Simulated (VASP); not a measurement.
Here is a VASP 6.6.1 calculation.

Contents of POSCAR:

```
La
1.0
    3.7871652420      0.0000000000      0.0000000000
   -1.8935826210      3.2797813079      0.0000000000
    0.0000000000      0.0000000000     12.0620946415
La
4
Direct
    1.0000000000      0.0000000000      0.0000000000
    1.0000000000      0.0000000000      0.5000000000
    0.3333333333      0.6666666667      0.7500000000
    0.6666666667      0.3333333333      0.2500000000
```

The input INCAR.step1:

```
SYSTEM = La
PREC = Accurate
ENCUT = 520
ISMEAR = 1
SIGMA = 0.1
LREAL = .FALSE.
LASPH = .TRUE.
NELM = 100
NBANDS = 30
GGA = PE
ALGO = Normal
EDIFF = 1E-4
LWAVE = .TRUE.
LCHARG = .FALSE.
```

The input INCAR.step2:

```
SYSTEM = La
PREC = Accurate
ENCUT = 520
EDIFF = 1E-6
ISMEAR = 1
SIGMA = 0.1
LREAL = .FALSE.
LASPH = .TRUE.
NELM = 100
ALGO = Normal
ISIF = 2
LWAVE = .FALSE.
LCHARG = .FALSE.
METAGGA = R2SCAN
LMIXTAU = .TRUE.
NBANDS = 30
ISTART = 1
```

Contents of KPOINTS:

```
Automatic mesh
0
G
  10 10 3
  0 0 0
```

Potentials or basis: VASP PAW PBE potentials, release 64 (La).

The run is started by

```sh
$ cat potpaw_PBE.64/La/POTCAR > POTCAR
$ cp INCAR.step1 INCAR
$ mpirun -np 1 vasp_std > vasp.out
$ cp INCAR.step2 INCAR
$ mpirun -np 1 vasp_std > vasp.out
```

**Question.** Estimate the band gap on the k mesh.

**Answer.** Zero (bands 22 and 23 overlap by 1.29 eV).

**Question.** Estimate the pressure.

**Answer.** 0.1 GPa.

Stress tensor (GPa, compression positive):
```
 0.14  0.00  0.00
 0.00  0.14  0.00
 0.00  0.00 -0.06
```

Caveat: the PAW data sets were made with another functional, which shifts forces and pressure a little; spin-orbit coupling is left out, which moves the levels of the heavy elements.
